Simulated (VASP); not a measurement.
Set up this calculation in VASP 6.6.1, as the native input.

- Task: single point
- Functional: r2SCAN
- Potentials or basis: VASP PAW PBE potentials, release 64 (Bi_d, S, Cd)
- Cutoff: 520 eV
- k mesh: 5 × 3 × 3, shifted
- Occupations: fermi-dirac, width 0.0225 eV
- Spin: no spin polarisation
- Dipole correction: no
- Further INCAR settings: ALGO = Normal; EDIFF = 1e-06; NBANDS = 34

CdBiS4:

```xyz
6
Lattice="-0.0191 -0.0631 4.3086 5.8064 -5.8229 2.2126 5.8058 5.8033 -2.2632" Properties=species:S:1:pos:R:3 pbc="T T T"
Bi    5.8704    5.6939   -1.7677
S     2.0053    1.6900    1.1243
S     7.3700    4.1438    0.7804
S     4.1025    4.0504   -1.0116
S     4.2734   -4.0237    5.0835
Cd    5.4541    0.0363    2.8040
```

These files were run (other wordings do the same):

POSCAR

```
CdBiS4
1.0
   -0.0191110000     -0.0630770000      4.3085940000
    5.8063710000     -5.8229090000      2.2125800000
    5.8058340000      5.8032600000     -2.2632480000
Bi S Cd
1 4 1
Direct
    0.1059030000      0.0145570000      0.9969080000
    0.4166370000      0.0254610000      0.3212980000
    0.5631490000      0.2750670000      0.9961710000
    0.1326490000      0.0038180000      0.7032270000
    0.8300130000      0.7103180000      0.0284010000
    0.6641270000      0.4632610000      0.4782970000
```

INCAR.step1

```
ALGO = Normal
EDIFF = 1E-4
ENCUT = 520
GGA = PE
ISMEAR = -1
LASPH = True
LCHARG = False
LREAL = False
LWAVE = True
NBANDS = 34
NELM = 100
PREC = Accurate
SIGMA = 0.0225
```

INCAR.step2

```
ALGO = Normal
EDIFF = 1E-6
ENCUT = 520
ISIF = 2
ISMEAR = -1
ISTART = 1
LASPH = True
LCHARG = False
LMIXTAU = True
LREAL = False
LWAVE = False
METAGGA = R2SCAN
NBANDS = 34
NELM = 100
PREC = Accurate
SIGMA = 0.0225
```

KPOINTS

```
Automatic mesh
0
Gamma
  5 3 3
  0.5 0 0
```

Potentials or basis: VASP PAW PBE potentials, release 64 (Bi_d, S, Cd).

Launch:

```sh
$ cat potpaw_PBE.64/Bi_d/POTCAR potpaw_PBE.64/S/POTCAR potpaw_PBE.64/Cd/POTCAR > POTCAR
$ cp INCAR.step1 INCAR
$ mpirun -np 1 vasp_std > vasp.out
$ cp INCAR.step2 INCAR
$ mpirun -np 1 vasp_std > vasp.out
```

It gave:

```yaml
Pressure: -5.2 GPa
Largest_force: 1.516 eV/Å
Band_gap_on_the_k_mesh: zero (an odd number of electrons rules out a gap without spin polarisation)
```

Caveat: the cell stands under tension; the PAW data sets were made with another functional, which shifts forces and pressure a little; spin-orbit coupling is left out, which moves the levels of the heavy elements.

It took 7.6 min on 1 thread of Intel(R) Xeon(R) 6975P-C (Granite Rapids), with other jobs on the host, peak memory 0.5 GiB.
